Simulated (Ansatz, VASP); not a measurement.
**Be2S3 in VASP and in Ansatz**

INCAR

```
SYSTEM = Be2S3
  PREC = Accurate
  ENCUT = 600
  EDIFF = 1E-6
  ISMEAR = 0
  SIGMA = 0.1
  LREAL = .FALSE.
  LASPH = .TRUE.
  NELM = 80
  ALGO = Normal
  ISIF = 3
  LWAVE = .FALSE.
  LCHARG = .FALSE.
  GGA = PE
  IBRION = 2
  NSW = 80
  EDIFFG = -0.025
```

File KPOINTS:

```
Automatic mesh
0
G
  4 2 2
  0 0 0
```

File POSCAR:

```
Be2S3
1.0
    2.3412487572      2.6861458040     -0.0417096127
   -0.3809658686     -0.0766204535      6.6347915350
    4.6349837510     -5.3296954075      0.0368387465
Be S
4 6
Direct
    0.9234467889      0.8235702324      0.2468677084
    0.9679386883      0.7953293679      0.7731005164
    0.5094716587      0.2120349933      0.0306679280
    0.5471573662      0.2089761209      0.5321298270
    0.4342581796      0.6241946211      0.1656621429
    0.4295632732      0.6266707799      0.6811035479
    0.5768107389      0.3491672542      0.3167478072
    0.6421200918      0.3671289839      0.7623800191
    0.9886926421     -0.0047875907     -0.0129511838
    0.9805405724     -0.0022847630      0.5042916868
```

Input for Ansatz:

```yaml
crystal:
  lattice:
    - [2.3412487572, 2.686145804, -0.0417096127]
    - [-0.3809658686, -0.0766204535, 6.634791535]
    - [4.634983751, -5.3296954075, 0.0368387465]
  atoms:
    - { symbol: Be, position: [0.9234467889, 0.8235702324, 0.2468677084] }
    - { symbol: Be, position: [0.9679386883, 0.7953293679, 0.7731005164] }
    - { symbol: Be, position: [0.5094716587, 0.2120349933, 0.030667928] }
    - { symbol: Be, position: [0.5471573662, 0.2089761209, 0.532129827] }
    - { symbol: S, position: [0.4342581796, 0.6241946211, 0.1656621429] }
    - { symbol: S, position: [0.4295632732, 0.6266707799, 0.6811035479] }
    - { symbol: S, position: [0.5768107389, 0.3491672542, 0.3167478072] }
    - { symbol: S, position: [0.6421200918, 0.3671289839, 0.7623800191] }
    - { symbol: S, position: [0.9886926421, -0.0047875907, -0.0129511838] }
    - { symbol: S, position: [0.9805405724, -0.002284763, 0.5042916868] }
basis:
  ecutwfc: 420
kpoints:
  mp_grid: { grid: [4, 2, 2] }
hamiltonian:
  xc: pbe
scf:
  occupations: { method: gaussian, width: 0.1 }
  lower_state_search: "off"
output:
  forces: true
  stress: true
  eigenvalues: true
relax:
  adjacent_minimum: "off"
  f_tol: 0.025
  max_steps: 60
  cell: { stress_tol: 0.25 }
```

Change from the starting cell: cell x2, atoms moved at random (sigma 0.1 Å) and cell strained at random (1.5 %), then relaxed without symmetry.

Alike in both runs: task relaxation of cell and atoms; functional PBE; k mesh 4 × 2 × 2; occupations gaussian, width 0.1 eV; no spin polarisation.

|  | VASP | Ansatz |
| --- | --- | --- |
| version | VASP 6.6.1 | Ansatz 0.2.0 |
| potentials or method | VASP PAW PBE potentials, release 64 (Be, S), cutoff 600 eV | scalar-relativistic, plane waves, PAW |
| valence electrons in the cell | 44 | 44 |

|  | VASP | Ansatz | Ansatz less VASP |
| --- | --- | --- | --- |
| gap on the k mesh at the Fermi level, each at its own relaxed structure (eV) | 1.40 | 1.35 | -0.058 |
| relaxed volume (Å³/atom) | 16.00 | 16.02 | +0.016 |
| relaxed length of the cell vector where the two differ most in proportion (Å) | 6.493 | 6.500 | +0.0071 |

The k mesh is coarse, so the values compare programs but aren't converged.
